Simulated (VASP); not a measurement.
## As: single point with LDA

The system is As, a slab with vacuum.

```
As
1.0
     4.80734    0.00000    0.00000
     0.00000    3.63390    0.00000
     0.00000    0.00000   28.27037
As
4
Direct
  0.07604 0.00000 0.37773
  0.42396 0.50000 0.37773
  0.57604 0.50000 0.29435
  0.92396 0.00000 0.29435
```

| Property | Result |
| --- | --- |
| Program | VASP 6.6.1 |
| Task | single point |
| Functional | LDA |
| Potentials or basis | VASP PAW LDA potentials, release 64 (As_d) |
| Cutoff | 400 eV |
| k mesh | 6 × 8 × 1 |
| Occupations | gaussian, width 0.01 eV |
| Spin | no spin polarisation |

- Largest force: 0.116 eV/Å
- Band gap on the k mesh: 0.85 eV

Forces in eV/Å, atoms in the order of the input:
```
As  -0.083  0.000 -0.081
As   0.083  0.000 -0.081
As  -0.083  0.000  0.081
As   0.083  0.000  0.081
```

Levels at points of the mesh, in eV from the valence-band top:
```tsv
k point	band 27	band 28	band 29	band 30	band 31	band 32	band 33	band 34
(0.00, 0.00, 0.00)	-2.65	-1.47	-1.09	0.00	0.85	2.02	2.48	3.24
(0.50, 0.00, 0.00)	-1.76	-1.76	-0.79	-0.79	1.52	1.52	3.08	3.08
(0.00, 0.50, 0.00)	-2.32	-2.32	-1.74	-1.74	1.16	1.16	1.95	1.95
(0.50, 0.50, 0.00)	-3.95	-3.95	-1.20	-1.20	2.54	2.54	4.14	4.14
```

It took 3.7 min on 1 thread of Intel(R) Xeon(R) Platinum 8488C (Sapphire Rapids), on a shared host, peak memory 0.38 GiB.
